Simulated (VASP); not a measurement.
Set up this calculation in VASP 6.6.1, as the native input.

* Task: single point
* Functional: LDA
* Potentials or basis: VASP PAW LDA potentials, release 64 (Al)
* Cutoff: 520 eV
* k mesh: 24 × 24 × 24
* Occupations: methfessel-paxton, width 0.2 eV
* Spin: no spin polarisation
* Dipole correction: no
* Further INCAR settings: ALGO = Fast; EDIFF = 1e-06; NBANDS = 8

The structure of Al lies in POSCAR:

```
Al
1.0
   -1.9560730289      1.6112334068      1.6112334068
    1.6112334068     -1.9560730289      1.6112334068
    1.6112334068      1.6112334068     -1.9560730289
Al
1
Direct
    0.0000000000      0.0000000000      0.0000000000
```

This cell differs from its parent crystal: ratio of the length along [111] to the lengths across it x 0.71, volume and fractional coordinates fixed.

The input as run:

INCAR

```
SYSTEM = Al
ALGO = Fast ; EDIFF = 1E-6
ENCUT = 520 ; ISIF = 2
ISMEAR = 1 ; LASPH = .TRUE.
LCHARG = .FALSE. ; LREAL = .FALSE.
LWAVE = .FALSE. ; NBANDS = 8
NELM = 80 ; PREC = Accurate
SIGMA = 0.2
```

KPOINTS

```
k-points
0
G
  24 24 24
  0 0 0
```

Potentials or basis: VASP PAW LDA potentials, release 64 (Al).

The run is started by

```bash
$ cat potpaw_LDA.64/Al/POTCAR > POTCAR
$ mpirun -np 1 vasp_std > vasp.out
```

It gave:

```
Pressure : 21.0 GPa
```

It took 67 s on 1 thread of Intel(R) Xeon(R) Platinum 8375C CPU @ 2.90GHz (Ice Lake), on a shared host, peak memory 0.25 GiB.
